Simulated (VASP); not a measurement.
Crystal: Mo3P4.

```xyz
7
Lattice="5.2397 0.0000 0.0000 0.0000 5.2397 0.0000 0.0000 0.0000 5.2397" Properties=species:S:1:pos:R:3 pbc="T T T"
Mo    0.0000    0.0000    2.6199
Mo    2.6199    0.0000    0.0000
Mo    0.0000    2.6199    0.0000
P     3.7924    1.4473    1.4473
P     1.4473    3.7924    1.4473
P     1.4473    1.4473    3.7924
P     3.7924    3.7924    3.7924
```

The cell was generated, and may not be a known phase.

```yaml
Program: VASP 6.6.1
Task: relaxation of cell and atoms
Functional: PBE
Potentials_or_basis: VASP PAW PBE potentials, release 64 (Mo_sv, P)
Cutoff: 600 eV
k_mesh: 4 × 4 × 4
Occupations: gaussian, width 0.1 eV
Spin: no spin polarisation
```

At the start: pressure -4.2 GPa; volume 20.55 Å³/atom.

Question: Where does the relaxation end?

Answer: Over 14 steps the energy falls by 61.0 meV/atom and the volume is 17.26 Å³/atom (-16.0 %); space group P-43m (No. 215, to 0.1 Å) before and after.

The path:
```
step  energy change (eV)  largest force (eV/Å)  pressure (GPa)  volume (Å³)
   1              0.0000                0.2532           -4.17       143.86
   2              0.0500                0.8605            5.96       133.01
   3             -0.0682                0.2003           -0.19       139.03
   4             -0.0682                0.2098           -0.10       138.93
   5             -0.0760                0.2234           -0.11       138.33
   6             -0.1039                0.2929           -0.21       136.52
   7             -0.1824                0.3920           -0.46       132.94
   8             -0.3583                0.3188           -0.25       125.99
   9             -0.1304                1.1344            4.24       112.81
  10             -0.3956                0.2849            0.46       123.47
  11             -0.4177                0.0087            1.55       118.59
  12             -0.4223                0.1514            1.08       120.36
  13             -0.4096                0.2889           -2.24       121.76
  14             -0.4268                0.0069           -0.07       120.83
```

Final structure:
```
Mo P
1.0
     4.94380    0.00000    0.00000
     0.00000    4.94380    0.00000
     0.00000    0.00000    4.94380
Mo P
3 4
Direct
  0.00000 0.00000 0.50000
  0.50000 0.00000 0.00000
  0.00000 0.50000 0.00000
  0.69286 0.30714 0.30714
  0.30714 0.69286 0.30714
  0.30714 0.30714 0.69286
  0.69286 0.69286 0.69286
```

Caveat: the volume moved by over 15 % at a fixed basis, so the end points are rough.
